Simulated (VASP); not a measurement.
# LiRe3 (Fm-3m) in VASP: further runs, part 2 of 2

VASP 6.6.1. The steps go on from the part before.

## 4. Single point, PBE

This run uses another cell than the first one, of 13.59 Å³/atom, 1.031 times its volume.

Contents of INCAR:

```
PREC = Accurate ; ENCUT = 520
EDIFF = 1E-7 ; ISMEAR = -1
SIGMA = 0.1 ; LREAL = F
LASPH = T ; NELM = 80
ALGO = Normal ; ISIF = 2
LWAVE = F ; LCHARG = F
GGA = PE ; NBANDS = 20
```

Contents of KPOINTS:

```
Automatic mesh
0
Gamma
  6 6 6
```

Contents of POSCAR:

```
LiRe3
1.0
    0.0000000000      3.0069352520      3.0069352520
    3.0069352520      0.0000000000      3.0069352520
    3.0069352520      3.0069352520      0.0000000000
Li Re
1 3
Direct
    0.0000000000      0.0000000000      0.0000000000
    0.7500000000      0.7500000000      0.7500000000
    0.2500000000      0.2500000000      0.2500000000
    0.5000000000      0.5000000000      0.5000000000
```

Potentials or basis: VASP PAW PBE potentials, release 64 (Li_sv, Re).

Started as:

```console
$ cat potpaw_PBE.64/Li_sv/POTCAR potpaw_PBE.64/Re/POTCAR > POTCAR
$ mpirun -np 1 vasp_std > vasp.out
```

OUTCAR:

```text
PREC = Accurate
   ENCUT = 520
   EDIFF = 1E-7
   ISMEAR = -1
   LREAL = F
   LASPH = T
   NELM = 80
   ISIF = 2
   GGA = PE

 ion  position               nearest neighbor table
   1  0.000  0.000  0.000-   2 2.60   2 2.60   2 2.60   2 2.60   3 2.60   3 2.60   3 2.60   3 2.60
                             4 3.01   4 3.01   4 3.01   4 3.01   4 3.01   4 3.01
   2  0.750  0.750  0.750-   4 2.60   4 2.60   4 2.60   1 2.60   4 2.60   1 2.60   1 2.60   1 2.60
                             3 3.01   3 3.01   3 3.01   3 3.01   3 3.01   3 3.01
   3  0.250  0.250  0.250-   1 2.60   1 2.60   1 2.60   1 2.60   4 2.60   4 2.60   4 2.60   4 2.60
                             2 3.01   2 3.01   2 3.01   2 3.01   2 3.01   2 3.01
   4  0.500  0.500  0.500-   3 2.60   3 2.60   3 2.60   2 2.60   3 2.60   2 2.60   2 2.60   2 2.60
                             1 3.01   1 3.01   1 3.01   1 3.01   1 3.01   1 3.01

  LATTYP: Found a face centered cubic cell.
 ALAT       =     6.0138705040

  Lattice vectors:

 A1 = (   0.0000000000,   3.0069352520,   3.0069352520)
 A2 = (   3.0069352520,   0.0000000000,   3.0069352520)
 A3 = (   3.0069352520,   3.0069352520,   0.0000000000)

Analysis of symmetry for initial positions (statically):
=====================================================================
 Subroutine PRICEL returns:
 Original cell was already a primitive cell.

 Routine SETGRP: Setting up the symmetry group for a
 face centered cubic supercell.

 Subroutine GETGRP returns: Found 48 space group operations
[... 9 lines left out ...]

 Routine SETGRP: Setting up the symmetry group for a
 face centered cubic supercell.

 Subroutine GETGRP returns: Found 48 space group operations
[... 11 lines left out ...]
                                     Primitive cell

  volume of cell :      54.3754

  direct lattice vectors                    reciprocal lattice vectors
     0.000000000  3.006935252  3.006935252    -0.166282264  0.166282264  0.166282264
     3.006935252  0.000000000  3.006935252     0.166282264 -0.166282264  0.166282264
     3.006935252  3.006935252  0.000000000     0.166282264  0.166282264 -0.166282264

  length of vectors
     4.252448615  4.252448615  4.252448615     0.288009329  0.288009329  0.288009329

  position of ions in fractional coordinates (direct lattice)
     0.000000000  0.000000000  0.000000000
     0.750000000  0.750000000  0.750000000
     0.250000000  0.250000000  0.250000000
     0.500000000  0.500000000  0.500000000

  ion indices of the primitive-cell ions
   primitive index   ion index
                 1           1
                 2           2
                 3           3
                 4           4

----------------------------------------------------------------------------------------

 KPOINTS: Automatic mesh

Automatic generation of k-mesh.
 Grid dimensions read from file:
 generate k-points for:    6    6    6

 Generating k-lattice:

  Cartesian coordinates                     Fractional coordinates (reciprocal lattice)
    -0.027713711  0.027713711  0.027713711     0.166666667  0.000000000  0.000000000
     0.027713711 -0.027713711  0.027713711     0.000000000  0.166666667  0.000000000
     0.027713711  0.027713711 -0.027713711     0.000000000  0.000000000  0.166666667

  Length of vectors
     0.048001555  0.048001555  0.048001555

  Shift w.r.t. Gamma in fractional coordinates (k-lattice)
     0.000000000  0.000000000  0.000000000

 Subroutine IBZKPT returns following result:
 ===========================================

 Found     16 irreducible k-points:

 Following reciprocal coordinates:
            Coordinates               Weight
  0.000000  0.000000  0.000000      1.000000
  0.166667  0.000000  0.000000      8.000000
  0.333333  0.000000  0.000000      8.000000
  0.500000  0.000000  0.000000      4.000000
  0.166667  0.166667  0.000000      6.000000
  0.333333  0.166667  0.000000     24.000000
[... 8 lines left out ...]
 -0.333333  0.333333  0.166667     24.000000
 -0.333333  0.500000  0.166667     12.000000
   k-points           NKPTS =     16   k-points in BZ     NKDIM =     16   number of bands    NBANDS=     20
   number of dos      NEDOS =    301   number of ions     NIONS =      4
   total plane-waves  NPLWV =  32768
   dimension x,y,z NGX =    32 NGY =   32 NGZ =   32
   dimension x,y,z NGXF=    64 NGYF=   64 NGZF=   64
   ions per type =               1   3
   NGX,Y,Z   is equivalent  to a cutoff of  12.51, 12.51, 12.51 a.u.
   NGXF,Y,Z  is equivalent  to a cutoff of  25.02, 25.02, 25.02 a.u.
 SYSTEM =  unknown system
   PREC   = accura    normal or accurate (medium, high low for compatibility)
   ISTART =      0    job   : 0-new  1-cont  2-samecut
   ICHARG =      2    charge: 1-file 2-atom 10-const
   ISPIN  =      1    spin polarized calculation?
   LNONCOLLINEAR =      F non collinear calculations
   LSORBIT =      F    spin-orbit coupling
   LASPH  =      T    aspherical Exc in radial PAW
   ENCUT  =  520.0 eV  38.22 Ry    6.18 a.u.   7.91  7.91  7.91*2*pi/ulx,y,z
   NELM   =     80;   NELMIN=  2; NELMDL= -5     # of ELM steps
   EDIFF  = 0.1E-06   stopping-criterion for ELM
   LREAL  =      F    real-space projection
   EDIFFG = 0.1E-05   stopping-criterion for IOM
   NSW    =      0    number of steps for IOM
   IBRION =     -1    ionic relax: 0-MD 1-quasi-New 2-CG
   NFREE  =      0    steps in history (QN), initial steepest desc. (CG)
   ISIF   =      2    stress and relaxation
   ISYM   =      2    0-nonsym 1-usesym 2-fastsym
   POTIM  = 0.5000    time-step for ionic-motion
   TEBEG  =    0.0;   TEEND  =   0.0 temperature during run
   PSTRESS=    0.0 pullay stress
   NELECT =      24.0000    total number of electrons
   NUPDOWN=      -1.0000    fix difference up-down
   EMIN   =  10.00;   EMAX   =-10.00  energy-range for DOS
   EFERMI =   0.00;   METHOD = LEGACY
   ISMEAR =    -1;   SIGMA  =   0.10  broadening in eV -4-tet -1-fermi 0-gaus
   EFERMI_NEDOS =   21; number of points for ismear=-14 and -15
   IALGO  =     38    algorithm
   IMIX   =      4    mixing-type and parameters
     AMIX     =   0.40;   BMIX     =  1.00
     AMIX_MAG =   1.60;   BMIX_MAG =  1.00
  volume/ion in A,a.u.               =      13.59        91.74
  Fermi-wavevector in a.u.,A,eV,Ry     =   1.246459  2.355465 21.138812  1.553659
  Thomas-Fermi vector in A             =   2.380635
   LORBIT       =      0    0 simple, 1 ext, 2 COOP (PROOUT), +10 PAW based schemes
   GGA     = PE    functional components
   LHFCALC =     F    Hartree Fock is set to
   AEXX    =    0.0000 exact exchange contribution
   IVDW    =     0    specifies the selected vdW correction
   LEPSILON=     F    determine dielectric tensor
   LRPA    =     F    only Hartree local field effects (RPA)
 non-spin polarized calculation
  energy-cutoff  :      520.00
  volume of cell :       54.38
 maximum number of plane-waves:      1484
   NGX = 15   NGY = 15   NGZ = 15

 number of electron      24.0000002 magnetization

 Free energy of the ion-electron system (eV)
  ---------------------------------------------------
  ext. energy  EPLUGINS =         0.00000000
  ---------------------------------------------------
  free energy    TOTEN  =       -38.39407788 eV

  energy without entropy =      -38.29932384  energy(sigma->0) =      -38.34670086

 E-fermi :   6.9661     XC(G=0): -12.8712

 val. band max:        6.8246714564   @ k =   0.3333   0.0000   0.0000
 cond. band min:       6.9925835258   @ k =  -0.1667   0.1667   0.0000
 fundamental gap:      0.1679120693
 Fermi energy:         6.9660917084

 k-point     1 :       0.0000    0.0000    0.0000
  band No.  band energies     occupation
      1     -37.7218      2.00000
      2      -1.9843      2.00000
      3       1.6727      2.00000
      4       1.6727      2.00000
      5       3.2694      2.00000
      6       3.2694      2.00000
[... 12 lines left out ...]
     19      15.2004      0.00000
     20      15.2006      0.00000

 k-point     2 :       0.1667    0.0000    0.0000
  band No.  band energies     occupation
      1     -37.7213      2.00000
      2      -1.5460      2.00000
      3       1.8512      2.00000
      4       1.8512      2.00000
      5       2.9374      2.00000
      6       3.3622      2.00000
[... 314 lines left out ...]
 k-point    16 :      -0.3333    0.5000    0.1667
  band No.  band energies     occupation
      1     -37.7199      2.00000
      2       1.3427      2.00000
      3       1.4085      2.00000
      4       1.7302      2.00000
      5       2.6944      2.00000
      6       3.5246      2.00000
[... 12 lines left out ...]
     19      10.6580      0.00000
     20      10.9937      0.00000

------------------------ aborting loop because EDIFF is reached ----------------------------------------

  FORCE on cell =-STRESS in cart. coord.  units (eV):
  Direction    XX          YY          ZZ          XY          YZ          ZX
  --------------------------------------------------------------------------------------
  -------------------------------------------------------------------------------------
  Total        3.1063711      3.1063711      3.1063711      0.0000000     -0.0000000     -0.0000000
  in kB       91.5296271     91.5296271     91.5296271      0.0000000     -0.0000000     -0.0000000
  external PRESSURE =      91.5296271 kB  Pullay stress =       0.0000000 kB

 VOLUME and BASIS-vectors are now :
 -----------------------------------------------------------------------------
  energy-cutoff  :      520.00
  volume of cell :       54.38
      direct lattice vectors                 reciprocal lattice vectors
     0.000000000  3.006935252  3.006935252    -0.166282264  0.166282264  0.166282264
     3.006935252  0.000000000  3.006935252     0.166282264 -0.166282264  0.166282264
     3.006935252  3.006935252  0.000000000     0.166282264  0.166282264 -0.166282264

 POSITION                                       TOTAL-FORCE (eV/Angst)
 -----------------------------------------------------------------------------------
      0.00000      0.00000      0.00000        -0.000000      0.000000     -0.000000
      4.51040      4.51040      4.51040        -0.000000     -0.000000     -0.000000
      1.50347      1.50347      1.50347         0.000000     -0.000000      0.000000
      3.00694      3.00694      3.00694        -0.000000      0.000000     -0.000000
 -----------------------------------------------------------------------------------
    total drift:                               -0.000000     -0.000000      0.000000

  FREE ENERGIE OF THE ION-ELECTRON SYSTEM (eV)
  ---------------------------------------------------
  free  energy   TOTEN  =       -38.3940778849 eV

  energy  without entropy=      -38.2993238445  energy(sigma->0) =      -38.34670086
```

It took 14 s on 1 thread of Intel Xeon Platinum 8559C (Emerald Rapids), shared host; peak memory 0.16 GiB.

What came out:

```yaml
Free_energy: -38.3941 eV
Band_gap_on_the_k_mesh: zero (band 12 reaches 8.96 eV, above the bottom of band 13 at 6.20 eV)
```

Levels at points of the mesh, in eV from the Fermi level:
| k point | band 9 | band 10 | band 11 | band 12 | band 13 | band 14 | band 15 | band 16 |
| --- | --- | --- | --- | --- | --- | --- | --- | --- |
| (0.00, 0.00, 0.00) | -2.83 | -2.83 | 1.99 | 1.99 | 1.99 | 2.11 | 2.11 | 3.06 |
| (0.50, 0.00, 0.00) | -1.96 | -1.96 | -0.81 | -0.81 | -0.76 | 1.92 | 1.92 | 2.49 |
| (0.50, 0.50, 0.00) | -1.34 | -0.97 | -0.97 | 0.83 | 0.83 | 1.29 | 1.55 | 2.91 |

Caveat: the cutoff is under 1.25 times the usual one of these potentials, so pressure, stress and relaxed cells hold a basis-set (Pulay) error; spin-orbit coupling is left out, which moves the levels of the heavy elements.

## 5. Single point, PBE

This run uses another cell than the first one, of 14.08 Å³/atom, 1.068 times its volume.

Contents of INCAR:

```
SYSTEM = LiRe3
PREC = Accurate
ENCUT = 520
EDIFF = 1E-6
ISMEAR = -1
SIGMA = 0.1
LREAL = .False.
LASPH = .True.
NELM = 100
ALGO = Normal
ISIF = 2
LWAVE = .False.
LCHARG = .False.
GGA = PE
NBANDS = 20
```

Contents of KPOINTS:

```
Automatic mesh
0
Gamma
  6 6 6
  0 0 0
```

Contents of POSCAR:

```
LiRe3
1.0
    0.0000000000      3.0420547701      3.0420547701
    3.0420547701      0.0000000000      3.0420547701
    3.0420547701      3.0420547701      0.0000000000
Li Re
1 3
Direct
    0.0000000000      0.0000000000      0.0000000000
    0.7500000000      0.7500000000      0.7500000000
    0.2500000000      0.2500000000      0.2500000000
    0.5000000000      0.5000000000      0.5000000000
```

Started as:

```console
$ cat potpaw_PBE.64/Li_sv/POTCAR potpaw_PBE.64/Re/POTCAR > POTCAR
$ mpirun -np 1 vasp_std > vasp.out
```

Run time: 12 s. Hardware: 1 thread of Intel Xeon Platinum 8559C (Emerald Rapids), shared host; peak memory 0.17 GiB.

The run converged. Its results:

```yaml
Free_energy: -38.4435 eV
Band_gap_on_the_k_mesh: zero (band 12 reaches 8.48 eV, above the bottom of band 13 at 5.84 eV)
```

Levels at points of the mesh, in eV from the Fermi level:
```tsv
k point	band 9	band 10	band 11	band 12	band 13	band 14	band 15	band 16
(0.00, 0.00, 0.00)	-2.74	-2.74	1.89	1.89	1.89	2.00	2.00	2.89
(0.50, 0.00, 0.00)	-1.89	-1.89	-0.77	-0.77	-0.75	1.82	1.82	2.38
(0.50, 0.50, 0.00)	-1.25	-0.91	-0.91	0.78	0.78	1.22	1.47	2.75
```

Caveat: the cutoff is under 1.25 times the usual one of these potentials, so pressure, stress and relaxed cells hold a basis-set (Pulay) error; spin-orbit coupling is left out, which moves the levels of the heavy elements.

## 6. Relaxation of cell and atoms, PBE

This run uses another cell than the first one, of 14.23 Å³/atom, 1.079 times its volume.

Contents of INCAR:

```
PREC = Accurate
ENCUT = 600
EDIFF = 1E-7
ISMEAR = -1
SIGMA = 0.1
LREAL = F
LASPH = T
NELM = 100
ALGO = Normal
ISIF = 3
LWAVE = F
LCHARG = F
GGA = PE
IBRION = 2
NSW = 80
EDIFFG = -0.01
```

Contents of KPOINTS:

```
Automatic mesh
0
Gamma
  6 6 6
```

Contents of POSCAR:

```
LiRe3
1.0
    0.0000000000      3.0528810000      3.0528810000
    3.0528810000      0.0000000000      3.0528810000
    3.0528810000      3.0528810000      0.0000000000
Li Re
1 3
Direct
    0.0000000000      0.0000000000      0.0000000000
    0.7500000000      0.7500000000      0.7500000000
    0.2500000000      0.2500000000      0.2500000000
    0.5000000000      0.5000000000      0.5000000000
```

Potentials or basis: VASP PAW PBE potentials, release 64 (Li_sv, Re).

Started as:

```console
$ cat potpaw_PBE.64/Li_sv/POTCAR potpaw_PBE.64/Re/POTCAR > POTCAR
$ mpirun -np 1 vasp_std > vasp.out
```

OUTCAR:

```text
PREC = Accurate
   ENCUT = 600
   EDIFF = 1E-7
   ISMEAR = -1
   LREAL = F
   LASPH = T
   NELM = 100
   ISIF = 3
   GGA = PE
   IBRION = 2
   NSW = 80
   EDIFFG = -0.01

 ion  position               nearest neighbor table
   1  0.000  0.000  0.000-   2 2.64   3 2.64   2 2.64   2 2.64   2 2.64   3 2.64   3 2.64   3 2.64

   2  0.750  0.750  0.750-   1 2.64   4 2.64   4 2.64   4 2.64   4 2.64   1 2.64   1 2.64   1 2.64
                             3 3.05   3 3.05   3 3.05   3 3.05   3 3.05   3 3.05
   3  0.250  0.250  0.250-   1 2.64   4 2.64   1 2.64   1 2.64   1 2.64   4 2.64   4 2.64   4 2.64
                             2 3.05   2 3.05   2 3.05   2 3.05   2 3.05   2 3.05
   4  0.500  0.500  0.500-   2 2.64   3 2.64   3 2.64   3 2.64   3 2.64   2 2.64   2 2.64   2 2.64

  LATTYP: Found a face centered cubic cell.
 ALAT       =     6.1057620000

  Lattice vectors:

 A1 = (   0.0000000000,   3.0528810000,   3.0528810000)
[... 181 lines left out ...]
  Total       -1.2646668     -1.2646668     -1.2646668     -0.0000000      0.0000000     -0.0000000
  in kB      -35.6063201    -35.6063201    -35.6063201     -0.0000000      0.0000000     -0.0000000
  external PRESSURE =     -35.6063201 kB  Pullay stress =       0.0000000 kB
[... 63 lines left out ...]
--------------------------------------- Ionic step        3  -------------------------------------------

 number of electron      23.9999998 magnetization

 Free energy of the ion-electron system (eV)
  ---------------------------------------------------
  ext. energy  EPLUGINS =         0.00000000
  ---------------------------------------------------
  free energy    TOTEN  =       -38.44753016 eV

  energy without entropy =      -38.34784721  energy(sigma->0) =      -38.39768869

 E-fermi :   6.6159     XC(G=0): -12.7041

 val. band max:        6.4980017305   @ k =   0.3333   0.3333   0.0000
 cond. band min:       6.6507939624   @ k =  -0.1667   0.1667   0.0000
 fundamental gap:      0.1527922319
 Fermi energy:         6.6159264819

 k-point     1 :       0.0000    0.0000    0.0000
  band No.  band energies     occupation
      1     -38.0551      2.00000
      2      -2.1561      2.00000
      3       1.5548      2.00000
      4       1.5548      2.00000
      5       3.0611      2.00000
      6       3.0611      2.00000
[... 324 lines left out ...]
  FREE ENERGIE OF THE ION-ELECTRON SYSTEM (eV)
  ---------------------------------------------------
  free  energy   TOTEN  =       -38.4475301627 eV

  energy  without entropy=      -38.3478472144  energy(sigma->0) =      -38.39768869

 reached required accuracy - stopping structural energy minimisation
```

CONTCAR:

```text
LiRe3
   1.00000000000000
     0.0000000000000000    3.0391423098117483    3.0391423098117483
     3.0391423098117483    0.0000000000000000    3.0391423098117483
     3.0391423098117483    3.0391423098117483   -0.0000000000000000
  Li              Re
     1     3
Direct
     0.0000000000000000    0.0000000000000000    0.0000000000000000
     0.7500000000000000    0.7500000000000000    0.7500000000000000
     0.2500000000000000    0.2500000000000000    0.2500000000000000
     0.5000000000000000    0.5000000000000000    0.5000000000000000

  0.00000000E+00  0.00000000E+00  0.00000000E+00
  0.00000000E+00  0.00000000E+00  0.00000000E+00
  0.00000000E+00  0.00000000E+00  0.00000000E+00
  0.00000000E+00  0.00000000E+00  0.00000000E+00
```

Run time: 36 s. Hardware: 1 thread of Intel Xeon Platinum 8559C (Emerald Rapids), shared host; peak memory 0.21 GiB.

What came out:

| Item | Value |
| --- | --- |
| Free energy | -38.4475 eV |
| Relaxed volume | 14.04 Å³/atom |
| Relaxed cell | a = 4.298 Å, b = 4.298 Å, c = 4.298 Å, α = 60.00°, β = 60.00°, γ = 60.00° |
| Space group after relaxing (to 0.05 Å) | Fm-3m (No. 225) |
| Energy gained by relaxing | 2.2 meV/atom |
| Ionic steps | 3 |
| Pressure after relaxing | 0.0 GPa |
| Band gap on the k mesh | zero (band 12 reaches 8.51 eV, above the bottom of band 13 at 5.87 eV) |

The path:
```csv
step,energy change (eV),largest force (eV/Å),pressure (GPa),volume (Å³)
1,0.0000,0.0000,-3.56,56.91
2,0.0422,0.0000,9.41,54.34
3,-0.0087,0.0000,-0.03,56.14
```

Final structure:
```yaml
crystal:
  lattice:
    - [0.00000, 3.03914, 3.03914]
    - [3.03914, 0.00000, 3.03914]
    - [3.03914, 3.03914, 0.00000]
  atoms:
    - { symbol: Li, position: [0.00000, 0.00000, 0.00000] }
    - { symbol: Re, position: [0.75000, 0.75000, 0.75000] }
    - { symbol: Re, position: [0.25000, 0.25000, 0.25000] }
    - { symbol: Re, position: [0.50000, 0.50000, 0.50000] }
```

Levels at points of the mesh, in eV from the Fermi level:
```
           k point  band 10  band 11  band 12  band 13  band 14  band 15
(0.00, 0.00, 0.00)    -2.75     1.90     1.90     1.90     2.01     2.01
(0.50, 0.00, 0.00)    -1.90    -0.77    -0.77    -0.75     1.83     1.83
(0.50, 0.50, 0.00)    -0.91    -0.91     0.78     0.78     1.22     1.48
```

Caveat: the cutoff is under 1.25 times the usual one of these potentials, so pressure, stress and relaxed cells hold a basis-set (Pulay) error; spin-orbit coupling is left out, which moves the levels of the heavy elements.

## 7. Summary

| task | cell | cutoff (eV) | gap on the mesh (eV) |
| --- | --- | --- | --- |
| single point | a = 4.209 Å, angles 60.0°, 4 atoms | 520 | none |
| single point | a = 4.276 Å, angles 60.0°, 4 atoms | 520 | none |
| single point | a = 4.252 Å, angles 60.0°, 4 atoms | 520 | none |
| single point | a = 4.302 Å, angles 60.0°, 4 atoms | 520 | none |
| relaxation of cell and atoms | relaxed from a = 4.317 Å, angles 60.0°, 4 atoms | 600 | none |

Alike in all rows: level PBE; potentials or basis VASP PAW PBE potentials, release 64 (Li_sv, Re); no spin polarisation; k mesh 6 × 6 × 6; smearing fermi-dirac 0.1 eV.

Caveats: the cutoff is under 1.25 times the usual one of these potentials, so pressure, stress and relaxed cells hold a basis-set (Pulay) error; spin-orbit coupling is left out, which moves the levels of the heavy elements.

Absolute energies hang on the potentials; compare differences alone.
